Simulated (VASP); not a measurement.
A run of VASP 6.6.1:

Contents of POSCAR:

```
AlN
1.0
    0.0616615964      1.9997753105      1.9997753105
    1.9997753105      0.0616615964      1.9997753105
    1.9997753105      1.9997753105      0.0616615964
Al N
1 1
Direct
    0.0000000000      0.0000000000      0.0000000000
    0.5000000000      0.5000000000      0.5000000000
```

The input INCAR.step1:

```
ALGO = Normal ; EDIFF = 1E-5
ENCUT = 520 ; GGA = PE
ISIF = 2 ; ISMEAR = 0
LASPH = T ; LCHARG = F
LREAL = F ; LWAVE = T
NBANDS = 11 ; NELM = 60
PREC = Accurate ; SIGMA = 0.01
```

The input INCAR.step2:

```
ALGO = Normal ; EDIFF = 1E-6
ENCUT = 520 ; GGA = PE
HFSCREEN = 0.2079 ; ISIF = 2
ISMEAR = 0 ; ISTART = 1
LASPH = T ; LCHARG = F
LHFCALC = T ; LREAL = F
LWAVE = F ; NBANDS = 11
NELM = 60 ; PREC = Accurate
PRECFOCK = Normal ; SIGMA = 0.01
```

The input KPOINTS:

```
k-points
0
Gamma
  8 8 8
```

Potentials or basis: VASP PAW PBE potentials, release 64 (Al, N).

The run is started by

```console
$ cat potpaw_PBE.64/Al/POTCAR potpaw_PBE.64/N/POTCAR > POTCAR
$ cp INCAR.step1 INCAR
$ mpirun -np 1 vasp_std > vasp.out
$ cp INCAR.step2 INCAR
$ mpirun -np 1 vasp_std > vasp.out
```

Hardware: 1 thread of Intel(R) Xeon(R) Platinum 8259CL CPU @ 2.50GHz (Skylake/Cascade Lake), on a shared host.

Q: How long does it take, and how much memory?

A: Run time: 33 min on 1 thread of Intel(R) Xeon(R) Platinum 8259CL CPU @ 2.50GHz (Skylake/Cascade Lake) (shared host), peak memory 0.25 GiB. Counts: k points 65.
